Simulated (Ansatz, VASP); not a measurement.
## Mg3PN in VASP and in Ansatz

```
P N Mg
1.0
     4.15155    0.00000    0.00000
     0.00000    4.15155    0.00000
     0.00000    0.00000    4.15155
P N Mg
1 1 3
Direct
  0.00000 0.00000 0.00000
  0.50000 0.50000 0.50000
  0.50000 0.50000 0.00000
  0.50000 0.00000 0.50000
  0.00000 0.50000 0.50000
```

Alike in both runs: task single point; functional HSE06; k mesh 4 × 4 × 4; no spin polarisation.

|  | VASP | Ansatz |
| --- | --- | --- |
| version | VASP 6.6.1 | Ansatz 0.2.0 |
| potentials or method | VASP PAW PBE potentials, release 64 (P, N, Mg) | plane waves, PAW |
| plane-wave cutoff (eV) | 520 | 420 |
| occupations | gaussian, width 0.01 eV | fixed |
| valence electrons in the cell | 16 | 40 |

VASP gave:

- gap on the k mesh at the Fermi level (eV): 2.49
- pressure (GPa): -0.5

Which values does Ansatz return?

gap on the k mesh at the Fermi level (eV): 2.51; pressure (GPa): -0.2.

VASP's potentials hold 16 valence electrons a cell and Ansatz's 40, so a difference there can come from the potentials and not from the codes. Ansatz's warnings: stress exchange threshold loose, stress scf threshold loose.
